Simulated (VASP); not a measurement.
# GaSb (I-4m2) in VASP: further runs, part 2 of 2

VASP 6.6.1. The steps go on from the part before.

## (3) Single point, PBE

This run uses another cell than the first one, of 23.74 Å³/atom, 1.013 times its volume.

INCAR reads:

```
SYSTEM = GaSb
ALGO = Normal
EDIFF = 1E-6
ENCUT = 520
GGA = PE
ISIF = 2
ISMEAR = 0
LASPH = .TRUE.
LCHARG = .FALSE.
LREAL = .FALSE.
LWAVE = .FALSE.
NBANDS = 16
NELM = 100
PREC = Accurate
SIGMA = 0.15
```

KPOINTS reads:

```
k-points
0
G
  16 16 16
  0 0 0
```

POSCAR reads:

```
GaSb
1.0
   -2.6366500000      2.6366500000      1.7075500000
    2.6366500000     -2.6366500000      1.7075500000
    2.6366500000      2.6366500000     -1.7075500000
Ga Sb
1 1
Direct
    0.2500000000      0.7500000000      0.5000000000
    0.0000000000      0.0000000000      0.0000000000
```

Potentials or basis: VASP PAW PBE potentials, release 64 (Ga_d, Sb).

Command:

```console
> cat potpaw_PBE.64/Ga_d/POTCAR potpaw_PBE.64/Sb/POTCAR > POTCAR
> mpirun -np 1 vasp_std > vasp.out
```

Wall time 56 s (1 thread of Intel Xeon 6975P-C (Granite Rapids), shared host); peak memory 0.4 GiB.

It converged, with:

```
Free energy            : -6.9135 eV
Pressure               : 2.5 GPa
Band gap on the k mesh : zero (band 9 reaches 8.88 eV, above the bottom of band 10 at 3.93 eV)
```

Stress tensor (GPa, compression positive):
```
 4.24  0.00  0.00
 0.00  4.24  0.00
 0.00  0.00 -0.91
```

Levels at points of the mesh, in eV from the Fermi level:
```
           k point  band 5  band 6  band 7  band 8  band 9  band 10  band 11  band 12  band 13  band 14
(0.00, 0.00, 0.00)  -14.94  -12.07   -1.82   -1.49   -1.49     3.68     3.86     6.08     7.20     7.20
(0.50, 0.00, 0.00)  -14.91   -8.93   -6.02   -2.15   -1.94    -0.97     2.31     3.63     5.58     8.90
(0.50, 0.50, 0.00)  -14.93  -10.30   -8.07    0.39    1.52     3.09     3.20     3.95     5.27     7.00
(0.50, 0.50, 0.50)  -14.90   -8.85   -5.63   -4.96   -4.96     1.73     3.14    11.10    11.10    12.24
```

Caveat: spin-orbit coupling is left out, which moves the levels of the heavy elements.

## (4) Single point, PBE

This run uses another cell than the first one, of 23.78 Å³/atom, 1.015 times its volume.

INCAR reads:

```
ALGO     = Normal         # electronic algorithm
EDIFF    = 1E-7           # SCF threshold, eV
ENCUT    = 520            # plane-wave cutoff, eV
GGA      = PE             # functional
ISIF     = 2              # what is computed and relaxed
ISMEAR   = 0              # smearing method
LASPH    = True           # aspherical terms in the spheres
LCHARG   = True           # write CHGCAR
LELF     = True           # ELF
LREAL    = False          # projectors in reciprocal space
LVHAR    = True         
LWAVE    = False          # write WAVECAR
NBANDS   = 16             # bands
NELM     = 80             # most SCF steps
PREC     = Accurate       # precision mode
SIGMA    = 0.15           # smearing width, eV
```

KPOINTS reads:

```
k-points
0
Gamma
  16 16 16
```

POSCAR reads:

```
GaSb
1.0
   -2.7196500000      2.7196500000      1.6074500000
    2.7196500000     -2.7196500000      1.6074500000
    2.7196500000      2.7196500000     -1.6074500000
Ga Sb
1 1
Direct
    0.2500000000      0.7500000000      0.5000000000
    0.0000000000      0.0000000000      0.0000000000
```

Potentials or basis: VASP PAW PBE potentials, release 64 (Ga_d, Sb).

Command:

```console
> cat potpaw_PBE.64/Ga_d/POTCAR potpaw_PBE.64/Sb/POTCAR > POTCAR
> mpirun -np 1 vasp_std > vasp.out
```

OUTCAR:

```text
EDIFF = 1E-7
   ENCUT = 520
   GGA = PE
   ISIF = 2
   ISMEAR = 0
   LASPH = True
   LREAL = False
   NELM = 80
   PREC = Accurate

 ion  position               nearest neighbor table
   1  0.250  0.750  0.500-   2 2.84   2 2.84   2 2.84   2 2.84
   2  0.000  0.000  0.000-   1 2.84   1 2.84   1 2.84   1 2.84

  LATTYP: Found a body centered tetragonal cell.
 ALAT       =     5.4393000000
 C/A-ratio  =     0.5910503190

  Lattice vectors:

 A1 = (  -2.7196500000,   2.7196500000,   1.6074500000)
[... 191 lines left out ...]
      6      -5.3164      2.00000
[... 433 lines left out ...]
      3      -8.1607      2.00000
      4      -8.1441      2.00000
      5      -8.1436      2.00000
      6      -5.2807      2.00000
[... 8 lines left out ...]
     15      16.2576      0.00000
     16      17.4915      0.00000

 [... further k-points ...]
[... 5 lines left out ...]
  --------------------------------------------------------------------------------------
  -------------------------------------------------------------------------------------
  Total        0.5203865      0.5203865     -0.0607577      0.0000000      0.0000000      0.0000000
  in kB       17.5312603     17.5312603     -2.0468622      0.0000000      0.0000000      0.0000000
  external PRESSURE =      11.0052194 kB  Pullay stress =       0.0000000 kB

 VOLUME and BASIS-vectors are now :
 -----------------------------------------------------------------------------
  energy-cutoff  :      520.00
  volume of cell :       47.56
      direct lattice vectors                 reciprocal lattice vectors
    -2.719650000  2.719650000  1.607450000     0.000000000  0.183847186  0.311051666
     2.719650000 -2.719650000  1.607450000     0.183847186  0.000000000  0.311051666
     2.719650000  2.719650000 -1.607450000     0.183847186  0.183847186  0.000000000

 POSITION                                       TOTAL-FORCE (eV/Angst)
 -----------------------------------------------------------------------------------
      2.71965     -0.00000      0.80373         0.000000      0.000000     -0.000000
      0.00000      0.00000      0.00000        -0.000000     -0.000000      0.000000
 -----------------------------------------------------------------------------------
    total drift:                                0.000000     -0.000000      0.000000

  FREE ENERGIE OF THE ION-ELECTRON SYSTEM (eV)
  ---------------------------------------------------
  free  energy   TOTEN  =        -6.9847014802 eV

  energy  without entropy=       -6.9760012157  energy(sigma->0) =       -6.98035135
```

stdout:

```text
POSCAR found type information on POSCAR GaSb
 POSCAR found :  2 types and       2 ions
 scaLAPACK will be used
 LDA part: xc-table for (Slater+PW92), standard interpolation
 POSCAR, INCAR and KPOINTS ok, starting setup
 FFT: planning ... GRIDC
 FFT: planning ... GRID_SOFT
 FFT: planning ... GRID
 WAVECAR not read
 entering main loop
```

Run time: 77 s. Hardware: 1 thread of Intel Xeon 6975P-C (Granite Rapids), shared host; peak memory 0.4 GiB.

Results:

| Property | Result |
| --- | --- |
| Free energy | -6.9847 eV |
| Pressure | 1.1 GPa |
| Band gap on the k mesh | zero (band 9 reaches 8.62 eV, above the bottom of band 10 at 3.65 eV) |

Stress tensor (GPa, compression positive):
```
 1.75  0.00  0.00
 0.00  1.75  0.00
 0.00  0.00 -0.20
```

Caveat: spin-orbit coupling is left out, which moves the levels of the heavy elements.

## (5) Single point, PBE

This run uses another cell than the first one, of 23.75 Å³/atom, 1.014 times its volume.

INCAR reads:

```
SYSTEM = GaSb
  PREC = Accurate
  ENCUT = 520
  EDIFF = 1E-6
  ISMEAR = 0
  SIGMA = 0.15
  LREAL = .FALSE.
  LASPH = .TRUE.
  NELM = 60
  ALGO = Normal
  ISIF = 2
  LWAVE = .FALSE.
  LCHARG = .FALSE.
  GGA = PE
  NBANDS = 16
```

KPOINTS reads:

```
regular mesh
0
G
  16 16 16
  0 0 0
```

POSCAR reads:

```
GaSb
1.0
   -2.8118500000      2.8118500000      1.5020500000
    2.8118500000     -2.8118500000      1.5020500000
    2.8118500000      2.8118500000     -1.5020500000
Ga Sb
1 1
Direct
    0.2500000000      0.7500000000      0.5000000000
    0.0000000000      0.0000000000      0.0000000000
```

Command:

```console
> cat potpaw_PBE.64/Ga_d/POTCAR potpaw_PBE.64/Sb/POTCAR > POTCAR
> mpirun -np 1 vasp_std > vasp.out
```

It took 72 s on 1 thread of Intel Xeon 6975P-C (Granite Rapids), shared host; peak memory 0.4 GiB.

The run converged. Its results:

| Item | Value |
| --- | --- |
| Free energy | -6.9680 eV |
| Pressure | 1.1 GPa |
| Band gap on the k mesh | zero (band 9 reaches 8.29 eV, above the bottom of band 10 at 3.92 eV) |

Stress tensor (GPa, compression positive):
```
-0.18  0.00  0.00
 0.00 -0.18  0.00
 0.00  0.00  3.64
```

Levels at points of the mesh, in eV from the Fermi level:
| k point | band 6 | band 7 | band 8 | band 9 | band 10 | band 11 | band 12 | band 13 |
| --- | --- | --- | --- | --- | --- | --- | --- | --- |
| (0.00, 0.00, 0.00) | -12.13 | -3.67 | -2.23 | -2.23 | 3.11 | 6.27 | 6.63 | 6.63 |
| (0.50, 0.00, 0.00) | -7.89 | -5.52 | -2.60 | -1.30 | -1.19 | 2.48 | 3.16 | 4.99 |
| (0.50, 0.50, 0.00) | -10.81 | -8.20 | -0.43 | 1.49 | 1.51 | 1.78 | 5.72 | 7.82 |
| (0.50, 0.50, 0.50) | -9.80 | -6.26 | -5.13 | -5.13 | 4.87 | 6.39 | 9.59 | 9.59 |

Caveat: spin-orbit coupling is left out, which moves the levels of the heavy elements.

## (6) Single point, PBE

This run uses another cell than the first one, of 21.85 Å³/atom, 0.933 times its volume.

INCAR reads:

```
SYSTEM = GaSb
PREC     = Accurate       ! precision mode
ENCUT    = 520            ! plane-wave cutoff, eV
EDIFF    = 1E-6           ! SCF threshold, eV
ISMEAR   = 0              ! smearing method
SIGMA    = 0.15           ! smearing width, eV
LREAL    = .False.        ! projectors in reciprocal space
LASPH    = .True.         ! aspherical terms in the spheres
NELM     = 100            ! most SCF steps
ALGO     = Normal         ! electronic algorithm
ISIF     = 2              ! what is computed and relaxed
LWAVE    = .False.        ! write WAVECAR
LCHARG   = .False.        ! write CHGCAR
GGA      = PE             ! functional
NBANDS   = 16             ! bands
```

KPOINTS reads:

```
Automatic mesh
0
Gamma
  16 16 16
  0 0 0
```

POSCAR reads:

```
GaSb
1.0
   -2.6735500000      2.6735500000      1.5284000000
    2.6735500000     -2.6735500000      1.5284000000
    2.6735500000      2.6735500000     -1.5284000000
Ga Sb
1 1
Direct
    0.2500000000      0.7500000000      0.5000000000
    0.0000000000      0.0000000000      0.0000000000
```

Potentials or basis: VASP PAW PBE potentials, release 64 (Ga_d, Sb).

Command:

```console
> cat potpaw_PBE.64/Ga_d/POTCAR potpaw_PBE.64/Sb/POTCAR > POTCAR
> mpirun -np 1 vasp_std > vasp.out
```

Wall time 2.7 min (1 thread of Intel Xeon Platinum 8488C (Sapphire Rapids), shared host); peak memory 0.37 GiB.

Results (log left out):

```
Free energy            : -6.9048 eV
Pressure               : 6.7 GPa
Band gap on the k mesh : zero (band 9 reaches 9.63 eV, above the bottom of band 10 at 4.39 eV)
```

Stress tensor (GPa, compression positive):
```
6.96 0.00 0.00
0.00 6.96 0.00
0.00 0.00 6.21
```

Levels at points of the mesh, in eV from the Fermi level:
```tsv
k point	band 5	band 6	band 7	band 8	band 9	band 10	band 11	band 12	band 13	band 14
(0.00, 0.00, 0.00)	-14.94	-12.73	-2.74	-2.17	-2.17	3.19	5.79	7.60	7.60	8.19
(0.50, 0.00, 0.00)	-14.91	-8.44	-6.10	-2.52	-1.66	-1.32	2.25	3.51	5.50	8.30
(0.50, 0.50, 0.00)	-14.93	-11.05	-8.68	-0.05	1.74	2.34	2.43	5.10	6.97	8.89
(0.50, 0.50, 0.50)	-14.93	-9.63	-6.26	-5.59	-5.59	3.90	5.29	11.36	11.36	13.36
```

Caveat: spin-orbit coupling is left out, which moves the levels of the heavy elements.

## (7) The runs side by side

| cell | gap on the mesh (eV) | pressure (GPa) |
| --- | --- | --- |
| a = 4.046 Å, angles 101.0, 101.0, 128.1°, 2 atoms | none | 4.4 |
| a = 4.101 Å, angles 100.0, 100.0, 130.8°, 2 atoms | none | 2.5 |
| a = 4.169 Å, angles 98.6, 98.6, 134.6°, 2 atoms | none | 1.1 |
| a = 4.251 Å, angles 97.2, 97.2, 138.6°, 2 atoms | none | 1.1 |
| a = 4.078 Å, angles 98.1, 98.1, 136.0°, 2 atoms | none | 6.7 |

Alike in all rows: task single point; level PBE; potentials or basis VASP PAW PBE potentials, release 64 (Ga_d, Sb); no spin polarisation; k mesh 16 × 16 × 16; cutoff (eV) 520; smearing gaussian 0.15 eV.

Caveats: spin-orbit coupling is left out, which moves the levels of the heavy elements.

Absolute energies hang on the potentials; compare differences alone.
